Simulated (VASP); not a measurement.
## BiTe: single point with PBE

Crystal: BiTe.

```
Bi Te
1.0
     3.84020    0.00000    0.00000
     0.00000    3.84020    0.00000
     0.00000    0.00000    3.84020
Bi Te
1 1
Direct
  0.00000 0.00000 0.00000
  0.50000 0.50000 0.50000
```

This cell differs from its parent crystal: volume scaled by 0.945.

```json
{"Program": "VASP 6.6.1", "Task": "single point", "Functional": "PBE", "Potentials or basis": "VASP PAW PBE potentials, release 64 (Bi_d, Te)", "Cutoff": "520 eV", "k mesh": "10 × 10 × 10", "Occupations": "gaussian, width 0.05 eV", "Spin": "no spin polarisation", "Dipole correction": "no", "Further INCAR settings": "ALGO = Normal; EDIFF = 1e-06; NBANDS = 18"}
```

```json
{
  "Pressure": "3.6 GPa"
}
```

Levels at points of the mesh, in eV from the Fermi level:
| k point | band 7 | band 8 | band 9 | band 10 | band 11 | band 12 | band 13 | band 14 |
| --- | --- | --- | --- | --- | --- | --- | --- | --- |
| (0.00, 0.00, 0.00) | -8.47 | -2.73 | -2.73 | -2.73 | 2.97 | 2.97 | 4.36 | 4.36 |
| (0.50, 0.00, 0.00) | -11.88 | -1.82 | -1.06 | -0.73 | -0.73 | 0.67 | 0.67 | 4.60 |
| (0.50, 0.50, 0.00) | -10.83 | -5.97 | -5.97 | -0.20 | 1.79 | 2.79 | 2.79 | 5.56 |
| (0.50, 0.50, 0.50) | -10.10 | -3.52 | -3.52 | -3.52 | -2.85 | -2.85 | -2.85 | 14.08 |

It took 19 s on 1 thread of Intel(R) Xeon(R) 6975P-C (Granite Rapids) (shared host), peak memory 0.2 GiB.

Caveat: spin-orbit coupling is left out, which moves the levels of the heavy elements.
